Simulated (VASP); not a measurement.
LiBr, 2 atoms in the cell. Symmetry: Fm-3m, No. 225, cubic system. The conventional cell has a = 5.489 Å, b = 5.489 Å, c = 5.489 Å, α = 90.00°, β = 90.00°, γ = 90.00°. Within 3.6 Å of Li (site symmetry m-3m) lie 6 Br at 2.74 Å. Within 3.6 Å of Br (site symmetry m-3m) lie 6 Li at 2.74 Å. 

```yaml
Program: VASP 6.6.1
Task: single point
Functional: LDA
Potentials_or_basis: VASP PAW LDA potentials, release 64 (Li_sv, Br)
Cutoff: 750 eV
k_mesh: 8 × 8 × 8
Occupations: fermi-dirac, width 0.03 eV
Spin: no spin polarisation
Dipole_correction: no
Further_INCAR_settings: ALGO = Normal; EDIFF = 1e-06; NBANDS = 12
```

Potentials or basis: VASP PAW LDA potentials, release 64 (Li_sv, Br).

Launch:

```console
$ cat potpaw_LDA.64/Li_sv/POTCAR potpaw_LDA.64/Br/POTCAR > POTCAR
$ mpirun -np 1 vasp_std > vasp.out
```

Hardware: 1 thread of Intel(R) Xeon(R) Platinum 8259CL CPU @ 2.50GHz (Skylake/Cascade Lake) (shared host).

How long does it take, and how much memory?

Wall time 14 s on 1 thread of Intel(R) Xeon(R) Platinum 8259CL CPU @ 2.50GHz (Skylake/Cascade Lake), on a shared host, peak memory 0.18 GiB. Counts: scf iterations 11, k points 29.
